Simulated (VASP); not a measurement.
Input of a VASP 6.6.1 run:

INCAR

```
PREC = Accurate ; ENCUT = 600
EDIFF = 1E-6 ; ISMEAR = 0
SIGMA = 0.1 ; LREAL = False
LASPH = True ; NELM = 80
ALGO = Normal ; ISIF = 3
LWAVE = False ; LCHARG = False
GGA = PE ; IBRION = 2
NSW = 90 ; EDIFFG = -0.04
```

KPOINTS

```
Automatic mesh
0
Gamma
  4 4 4
```

Contents of POSCAR:

```
LaAl2N3
1.0
    4.1243765400      0.0000000000      0.0000000000
    0.0000000000      4.1243765400      0.0000000000
    0.0000000000      0.0000000000      5.2809642400
La Al N
1 2 3
Direct
    0.5000000000      0.5000000000      0.4487721200
    0.5000000000      0.5000000000      0.9166998600
    0.0000000000      0.0000000000      0.3104804100
    0.5000000000      0.0000000000      0.8080059000
    0.0000000000      0.5000000000      0.8080059000
    0.0000000000      0.0000000000      0.0666912000
```

Potentials or basis: VASP PAW PBE potentials, release 64 (La, Al, N).

Command:

```console
$ cat potpaw_PBE.64/La/POTCAR potpaw_PBE.64/Al/POTCAR potpaw_PBE.64/N/POTCAR > POTCAR
$ mpirun -np 1 vasp_std > vasp.out
```

(1) What does it give for the relaxed cell?

(2) Predict the band gap on the k mesh.

(3) Predict the space group after relaxing (to 0.05 Å).

Results:

(1) a = 3.728 Å, b = 3.728 Å, c = 6.725 Å, α = 90.00°, β = 90.00°, γ = 90.00°.

(2) zero (band 16 reaches 6.27 eV, above the bottom of band 17 at 5.95 eV).

(3) P4mm (No. 99).

Caveat: the k points lie up to 0.42 Å⁻¹ apart in the final cell; spin-orbit coupling is left out, which moves the levels of the heavy elements.
